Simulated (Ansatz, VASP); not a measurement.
FeO in VASP and in Ansatz

```
Fe O
1.0
     0.00000    2.38188    2.38188
     2.38188    0.00000    2.38188
     2.38188    2.38188    0.00000
Fe O
1 1
Direct
  0.00000 0.00000 0.00000
  0.25000 0.25000 0.25000
```

Alike in both runs: task single point; functional PBE; k mesh 10 × 10 × 10; occupations fermi-dirac, width 0.05 eV; collinear spin.

```csv
,VASP,Ansatz
version,VASP 6.6.1,Ansatz 0.2.0
potentials or method,"VASP PAW PBE potentials, release 64 (Fe_sv, O)",Ansatz PAW
plane-wave cutoff (eV),600,420
valence electrons in the cell,22,22
```

```csv
,VASP,Ansatz,Ansatz less VASP
gap on the k mesh at the Fermi level (eV),none,none,-
pressure (GPa),-13.9,-11.9,+1.96
net moment per atom (μB),2.01,2.01,0.000
size of the moment on the site where the two differ most (μB),3.47,3.38,-0.082
```

Site moments also hang on the region over which each program counts them. A gap of «none» marks a metal or a gap that the smearing closes. With one functional, cell and mesh, what is left measures potentials, basis and numerics.
